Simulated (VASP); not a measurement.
The system is In3As.

```
CELL_PARAMETERS angstrom
3.03403 0.00000 0.00000
0.00000 3.03403 0.00000
0.00000 0.00000 11.38311
ATOMIC_POSITIONS crystal
In 0.50000 0.50000 0.24238
In 0.50000 0.50000 0.75762
In 0.00000 0.00000 0.00000
As 0.50000 0.50000 0.50000
```

```yaml
Program: VASP 6.6.1
Task: relaxation of cell and atoms
Functional: PBE
Potentials_or_basis: VASP PAW PBE potentials, release 64 (In_d, As)
Cutoff: 600 eV
k_mesh: 16 × 16 × 4
Occupations: gaussian, width 0.1 eV
Spin: no spin polarisation
```

At the start: pressure -0.1 GPa; volume 26.20 Å³/atom.

Question: Where does the relaxation end?

Answer: Over 8 steps the energy falls by 3.0 meV/atom and the volume is 26.24 Å³/atom (+0.2 %); space group P4/mmm (No. 123, to 0.05 Å).

Step by step:
| step | energy change (eV) | largest force (eV/Å) | pressure (GPa) | volume (Å³) |
| --- | --- | --- | --- | --- |
| 1 | 0.0000 | 0.1720 | -0.06 | 104.79 |
| 2 | -0.0075 | 0.1185 | 0.02 | 104.62 |
| 3 | -0.0109 | 0.0603 | 0.12 | 104.43 |
| 4 | -0.0111 | 0.0445 | 0.22 | 104.38 |
| 5 | -0.0116 | 0.0352 | -0.07 | 105.04 |
| 6 | -0.0116 | 0.0398 | -0.07 | 104.99 |
| 7 | -0.0119 | 0.0257 | -0.05 | 104.98 |
| 8 | -0.0122 | 0.0005 | -0.02 | 104.97 |

Final structure:
```yaml
crystal:
  lattice:
    - [3.06055, 0.00000, 0.00000]
    - [0.00000, 3.06055, 0.00000]
    - [0.00000, 0.00000, 11.20667]
  atoms:
    - { symbol: In, position: [0.50000, 0.50000, 0.24554] }
    - { symbol: In, position: [0.50000, 0.50000, 0.75446] }
    - { symbol: In, position: [0.00000, 0.00000, 0.00000] }
    - { symbol: As, position: [0.50000, 0.50000, 0.50000] }
```
